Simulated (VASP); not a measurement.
A run of VASP 6.6.1 is set up as follows.

The input POSCAR:

```
W
1.0
   -1.6007500000      1.6007500000      1.6007500000
    1.6007500000     -1.6007500000      1.6007500000
    1.6007500000      1.6007500000     -1.6007500000
W
1
Direct
    0.0000000000      0.0000000000      0.0000000000
```

The input INCAR.step1:

```
SYSTEM = W
ALGO = Normal
EDIFF = 1E-4
ENCUT = 520
GGA = PE
ISMEAR = 0
LASPH = .TRUE.
LCHARG = .FALSE.
LREAL = .FALSE.
LWAVE = .TRUE.
NBANDS = 13
NELM = 60
PREC = Accurate
SIGMA = 0.1
```

Contents of INCAR.step2:

```
SYSTEM = W
ALGO = Normal
EDIFF = 1E-6
ENCUT = 520
ISIF = 2
ISMEAR = 0
ISTART = 1
LASPH = .TRUE.
LCHARG = .FALSE.
LMIXTAU = .TRUE.
LREAL = .FALSE.
LWAVE = .FALSE.
METAGGA = R2SCAN
NBANDS = 13
NELM = 60
PREC = Accurate
SIGMA = 0.1
```

KPOINTS

```
k-points
0
G
  8 8 8
  0 0 0
```

Potentials or basis: VASP PAW PBE potentials, release 64 (W_sv).

The run is started by

```console
$ cat potpaw_PBE.64/W_sv/POTCAR > POTCAR
$ cp INCAR.step1 INCAR
$ mpirun -np 1 vasp_std > vasp.out
$ cp INCAR.step2 INCAR
$ mpirun -np 1 vasp_std > vasp.out
```

Problem. What does it give for the band gap on the k mesh?

Solution. Zero (bands 7 and 8 overlap by 6.32 eV).

Problem. What does it give for the pressure?

Solution. -8.1 GPa.

Caveat: the cell stands under tension; the PAW data sets were made with another functional, which shifts forces and pressure a little; spin-orbit coupling is left out, which moves the levels of the heavy elements.
